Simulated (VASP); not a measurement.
# SbAs in VASP: further runs

Runs on SbAs. Level: LDA. Tasks: single point.

All numbers are computed with VASP 6.6.1; they aren't measurements. Logs are shortened: lines on timing, memory, paths and dates and some standing lists are left out, and cuts for length are marked.

### Step 1. The cell of the first run

The typed cell holds 2 atoms: a = 4.050 Å, b = 4.050 Å, c = 4.050 Å, α = 60.01°, β = 60.01°, γ = 60.01°.

### Step 2. Single point, LDA

The input, INCAR:

```
PREC = Accurate
ENCUT = 520
EDIFF = 1E-6
ISMEAR = -1
SIGMA = 0.15
LREAL = False
LASPH = True
NELM = 80
ALGO = Normal
ISIF = 2
LWAVE = False
LCHARG = False
NBANDS = 12
```

The input, KPOINTS:

```
Automatic mesh
0
Gamma
  12 12 12
```

The input, POSCAR:

```
SbAs
1.0
    2.0249810413      1.1691233493      3.3063539016
   -2.0249810413      1.1691233493      3.3063539016
    0.0000000000     -2.3382466986      3.3063539016
Sb As
1 1
Direct
    0.5000000000      0.5000000000      0.5000000000
    0.0000000000      0.0000000000      0.0000000000
```

Potentials or basis: VASP PAW LDA potentials, release 64 (Sb, As).

Run with:

```console
$ cat potpaw_LDA.64/Sb/POTCAR potpaw_LDA.64/As/POTCAR > POTCAR
$ mpirun -np 1 vasp_std > vasp.out
```

OUTCAR:

```text
PREC = Accurate
   ENCUT = 520
   EDIFF = 1E-6
   ISMEAR = -1
   LREAL = False
   LASPH = True
   NELM = 80
   ISIF = 2

 ion  position               nearest neighbor table
   1  0.500  0.500  0.500-   2 2.86   2 2.86   2 2.86   2 2.86   2 2.86   2 2.86
   2  0.000  0.000  0.000-   1 2.86   1 2.86   1 2.86   1 2.86   1 2.86   1 2.86

  LATTYP: Found a trigonal (rhomboedric) cell.
 ALAT       =     4.0496140243
 COS(alpha) =     0.4999140478

  Lattice vectors:

 A1 = (   2.0249810413,   1.1691233493,   3.3063539016)
 A2 = (  -2.0249810413,   1.1691233493,   3.3063539016)
 A3 = (   0.0000000000,  -2.3382466986,   3.3063539016)

Analysis of symmetry for initial positions (statically):
=====================================================================
 Subroutine PRICEL returns:
 Original cell was already a primitive cell.

 Routine SETGRP: Setting up the symmetry group for a
 trigonal (rhombohedral) supercell.

 Subroutine GETGRP returns: Found 12 space group operations
 (whereof 12 operations were pure point group operations)
 out of a pool of 12 trial point group operations.

The static configuration has the point symmetry D_3d.

Analysis of symmetry for dynamics (positions and initial velocities):
=====================================================================
 Subroutine PRICEL returns:
 Original cell was already a primitive cell.

 Routine SETGRP: Setting up the symmetry group for a
 trigonal (rhombohedral) supercell.

 Subroutine GETGRP returns: Found 12 space group operations
 (whereof 12 operations were pure point group operations)
 out of a pool of 12 trial point group operations.

The dynamic configuration has the point symmetry D_3d.

 Subroutine INISYM returns: Found 12 space group operations
 (whereof 12 operations are pure point group operations),
 and found     1 'primitive' translations

----------------------------------------------------------------------------------------

                                     Primitive cell

  volume of cell :      46.9658

  direct lattice vectors                    reciprocal lattice vectors
     2.024981041  1.169123349  3.306353902     0.246915892  0.142556957  0.100815987
    -2.024981041  1.169123349  3.306353902    -0.246915892  0.142556957  0.100815987
     0.000000000 -2.338246699  3.306353902     0.000000000 -0.285113913  0.100815987

  length of vectors
     4.049614024  4.049614024  4.049614024     0.302413305  0.302413305  0.302413305

  position of ions in fractional coordinates (direct lattice)
     0.500000000  0.500000000  0.500000000
     0.000000000  0.000000000  0.000000000

  ion indices of the primitive-cell ions
   primitive index   ion index
                 1           1
                 2           2

----------------------------------------------------------------------------------------

 KPOINTS: Automatic mesh

Automatic generation of k-mesh.
 Grid dimensions read from file:
 generate k-points for:   12   12   12

 Generating k-lattice:

  Cartesian coordinates                     Fractional coordinates (reciprocal lattice)
     0.020576324  0.011879746  0.008401332     0.083333333  0.000000000  0.000000000
    -0.020576324  0.011879746  0.008401332     0.000000000  0.083333333  0.000000000
     0.000000000 -0.023759493  0.008401332     0.000000000  0.000000000  0.083333333

  Length of vectors
     0.025201109  0.025201109  0.025201109

  Shift w.r.t. Gamma in fractional coordinates (k-lattice)
     0.000000000  0.000000000  0.000000000

 Subroutine IBZKPT returns following result:
 ===========================================

 Found    189 irreducible k-points:

 Following reciprocal coordinates:
            Coordinates               Weight
  0.000000  0.000000  0.000000      1.000000
  0.083333 -0.000000  0.000000      6.000000
  0.166667 -0.000000  0.000000      6.000000
  0.250000  0.000000  0.000000      6.000000
  0.333333 -0.000000 -0.000000      6.000000
  0.416667 -0.000000  0.000000      6.000000
[... 16 lines left out ...]
  0.500000  0.166667  0.000000     12.000000
 -0.416667  0.166667  0.000000     12.000000
 [... further k-points ...]
   k-points           NKPTS =    189   k-points in BZ     NKDIM =    189   number of bands    NBANDS=     12
   number of dos      NEDOS =    301   number of ions     NIONS =      2
   total plane-waves  NPLWV =  27000
   dimension x,y,z NGX =    30 NGY =   30 NGZ =   30
   dimension x,y,z NGXF=    60 NGYF=   60 NGZF=   60
   ions per type =               1   1
   NGX,Y,Z   is equivalent  to a cutoff of  12.32, 12.32, 12.32 a.u.
   NGXF,Y,Z  is equivalent  to a cutoff of  24.63, 24.63, 24.63 a.u.
 SYSTEM =  unknown system
   PREC   = accura    normal or accurate (medium, high low for compatibility)
   ISTART =      0    job   : 0-new  1-cont  2-samecut
   ICHARG =      2    charge: 1-file 2-atom 10-const
   ISPIN  =      1    spin polarized calculation?
   LNONCOLLINEAR =      F non collinear calculations
   LSORBIT =      F    spin-orbit coupling
   LASPH  =      T    aspherical Exc in radial PAW
   ENCUT  =  520.0 eV  38.22 Ry    6.18 a.u.   7.53  7.53  7.53*2*pi/ulx,y,z
   NELM   =     80;   NELMIN=  2; NELMDL= -5     # of ELM steps
   EDIFF  = 0.1E-05   stopping-criterion for ELM
   LREAL  =      F    real-space projection
   EDIFFG = 0.1E-04   stopping-criterion for IOM
   NSW    =      0    number of steps for IOM
   IBRION =     -1    ionic relax: 0-MD 1-quasi-New 2-CG
   NFREE  =      0    steps in history (QN), initial steepest desc. (CG)
   ISIF   =      2    stress and relaxation
   ISYM   =      2    0-nonsym 1-usesym 2-fastsym
   POTIM  = 0.5000    time-step for ionic-motion
   TEBEG  =    0.0;   TEEND  =   0.0 temperature during run
   PSTRESS=    0.0 pullay stress
   NELECT =      10.0000    total number of electrons
   NUPDOWN=      -1.0000    fix difference up-down
   EMIN   =  10.00;   EMAX   =-10.00  energy-range for DOS
   EFERMI =   0.00;   METHOD = LEGACY
   ISMEAR =    -1;   SIGMA  =   0.15  broadening in eV -4-tet -1-fermi 0-gaus
   EFERMI_NEDOS =   21; number of points for ismear=-14 and -15
   IALGO  =     38    algorithm
   IMIX   =      4    mixing-type and parameters
     AMIX     =   0.40;   BMIX     =  1.00
     AMIX_MAG =   1.60;   BMIX_MAG =  1.00
  volume/ion in A,a.u.               =      23.48       158.47
  Fermi-wavevector in a.u.,A,eV,Ry     =   0.977569  1.847338 13.002294  0.955642
  Thomas-Fermi vector in A             =   2.108277
   LORBIT       =      0    0 simple, 1 ext, 2 COOP (PROOUT), +10 PAW based schemes
   GGA     = CA    functional components
   LHFCALC =     F    Hartree Fock is set to
   AEXX    =    0.0000 exact exchange contribution
   IVDW    =     0    specifies the selected vdW correction
   LEPSILON=     F    determine dielectric tensor
   LRPA    =     F    only Hartree local field effects (RPA)
 non-spin polarized calculation
  energy-cutoff  :      520.00
  volume of cell :       46.97
 maximum number of plane-waves:      1284
   NGX = 15   NGY = 15   NGZ = 15

 number of electron      10.0000000 magnetization

 number of electron       9.9999998 magnetization

 Free energy of the ion-electron system (eV)
  ---------------------------------------------------
  ext. energy  EPLUGINS =         0.00000000
  ---------------------------------------------------
  free energy    TOTEN  =       -10.18769252 eV

  energy without entropy =      -10.12407662  energy(sigma->0) =      -10.15588457

 E-fermi :   7.3000     XC(G=0): -10.3644

 val. band max:        7.2745830723   @ k =  -0.2500   0.0833  -0.0000
 cond. band min:       7.3166973397   @ k =  -0.2500   0.5000   0.2500
 fundamental gap:      0.0421142674
 Fermi energy:         7.3000116533

 k-point     1 :       0.0000    0.0000    0.0000
  band No.  band energies     occupation
      1      -6.7608      2.00000
      2       2.5801      2.00000
      3       5.4041      1.99999
      4       5.4041      1.99999
      5       5.4058      1.99999
      6      11.1165      0.00000
      7      11.1171      0.00000
      8      11.1171      0.00000
      9      12.5549      0.00000
     10      12.5549      0.00000
     11      12.5568      0.00000
     12      14.9720      0.00000

 k-point     2 :       0.0833   -0.0000    0.0000
  band No.  band energies     occupation
      1      -6.6742      2.00000
      2       2.1004      2.00000
      3       5.4169      1.99999
      4       5.4183      1.99999
      5       5.7087      1.99995
      6      10.6801      0.00000
      7      10.6805      0.00000
      8      10.7859      0.00000
      9      12.4813      0.00000
     10      12.7301      0.00000
     11      12.7318      0.00000
     12      15.5317      0.00000

 k-point     3 :       0.1667   -0.0000    0.0000
  band No.  band energies     occupation
      1      -6.4154      2.00000
      2       1.0624      2.00000
      3       5.4648      1.99999
      4       5.4661      1.99999
      5       6.2258      1.99845
      6       9.7925      0.00000
      7       9.7927      0.00000
      8      10.0875      0.00000
      9      12.5569      0.00000
     10      13.2275      0.00000
     11      13.2294      0.00000
     12      16.8006      0.00000

 k-point     4 :       0.2500    0.0000    0.0000
  band No.  band energies     occupation
      1      -5.9890      2.00000
      2      -0.1381      2.00000
      3       5.5710      1.99998
      4       5.5722      1.99998
      5       6.6143      1.97953
      6       8.8584      0.00006
      7       8.8584      0.00006
      8       9.3518      0.00000
      9      13.0670      0.00000
     10      14.0163      0.00000
     11      14.0182      0.00000
     12      18.3602      0.00000

 k-point     5 :       0.3333   -0.0000   -0.0000
  band No.  band energies     occupation
      1      -5.4064      2.00000
      2      -1.3376      2.00000
      3       5.7581      1.99993
      4       5.7591      1.99993
      5       6.8560      1.90147
      6       8.0163      0.01673
      7       8.0166      0.01670
      8       8.7141      0.00016
      9      14.0211      0.00000
     10      15.0630      0.00000
     11      15.0651      0.00000
     12      19.7147      0.00000
[... 228 lines left out ...]
      1      -5.5293      2.00000
      2      -0.5197      2.00000
      3       4.3765      2.00000
      4       4.5879      2.00000
      5       5.3186      2.00000
      6       9.4088      0.00000
      7      10.5465      0.00000
      8      10.8393      0.00000
      9      11.4900      0.00000
     10      15.8023      0.00000
     11      16.0647      0.00000
     12      17.5313      0.00000

 k-point    22 :       0.4167    0.1667    0.0000
  band No.  band energies     occupation
      1      -4.9243      2.00000
      2      -1.5604      2.00000
      3       4.3035      2.00000
      4       4.4629      2.00000
      5       5.0660      2.00000
      6       9.6478      0.00000
      7       9.7841      0.00000
      8      10.5934      0.00000
      9      12.2690      0.00000
     10      16.8415      0.00000
     11      17.2776      0.00000
     12      18.4846      0.00000

 k-point    23 :       0.5000    0.1667    0.0000
  band No.  band energies     occupation
      1      -4.2597      2.00000
      2      -2.4952      2.00000
      3       3.7847      2.00000
      4       4.7172      2.00000
      5       5.3390      2.00000
      6       9.0642      0.00002
      7       9.4327      0.00000
      8      10.7344      0.00000
      9      13.4541      0.00000
     10      16.8421      0.00000
     11      17.6654      0.00000
     12      18.3391      0.00000

 k-point    24 :      -0.4167    0.1667    0.0000
  band No.  band energies     occupation
      1      -4.0705      2.00000
      2      -2.7478      2.00000
      3       3.4275      2.00000
      4       5.1388      2.00000
      5       5.7743      1.99992
      6       8.4162      0.00117
      7       9.0543      0.00002
      8      11.0969      0.00000
      9      14.8091      0.00000
     10      15.5095      0.00000
     11      16.1986      0.00000
     12      19.4277      0.00000

 [... further k-points ...]

------------------------ aborting loop because EDIFF is reached ----------------------------------------

  FORCE on cell =-STRESS in cart. coord.  units (eV):
  Direction    XX          YY          ZZ          XY          YZ          ZX
  --------------------------------------------------------------------------------------
  -------------------------------------------------------------------------------------
  Total        0.0787832      0.0787832      0.0799156      0.0000000     -0.0000000      0.0000000
  in kB        2.6875849      2.6875849      2.7262156      0.0000000     -0.0000000      0.0000000
  external PRESSURE =       2.7004618 kB  Pullay stress =       0.0000000 kB

 VOLUME and BASIS-vectors are now :
 -----------------------------------------------------------------------------
  energy-cutoff  :      520.00
  volume of cell :       46.97
      direct lattice vectors                 reciprocal lattice vectors
     2.024981041  1.169123349  3.306353902     0.246915892  0.142556957  0.100815987
    -2.024981041  1.169123349  3.306353902    -0.246915892  0.142556957  0.100815987
     0.000000000 -2.338246699  3.306353902     0.000000000 -0.285113913  0.100815987

 POSITION                                       TOTAL-FORCE (eV/Angst)
 -----------------------------------------------------------------------------------
      0.00000      0.00000      4.95953         0.000000      0.000000     -0.000000
      0.00000      0.00000      0.00000         0.000000     -0.000000      0.000000
 -----------------------------------------------------------------------------------
    total drift:                                0.000000      0.000000     -0.000000

  FREE ENERGIE OF THE ION-ELECTRON SYSTEM (eV)
  ---------------------------------------------------
  free  energy   TOTEN  =       -10.1876925197 eV

  energy  without entropy=      -10.1240766216  energy(sigma->0) =      -10.15588457
```

Run time: 2.1 min. Hardware: 1 thread of AMD EPYC 7R43 (Zen 3), shared host; peak memory 0.2 GiB.

Results:

```
Free energy            : -10.1877 eV
Pressure               : 0.3 GPa
Band gap on the k mesh : zero (band 5 reaches 7.57 eV, above the bottom of band 6 at 7.00 eV)
```

Caveat: spin-orbit coupling is left out, which moves the levels of the heavy elements.

[end of part 1 of 2]
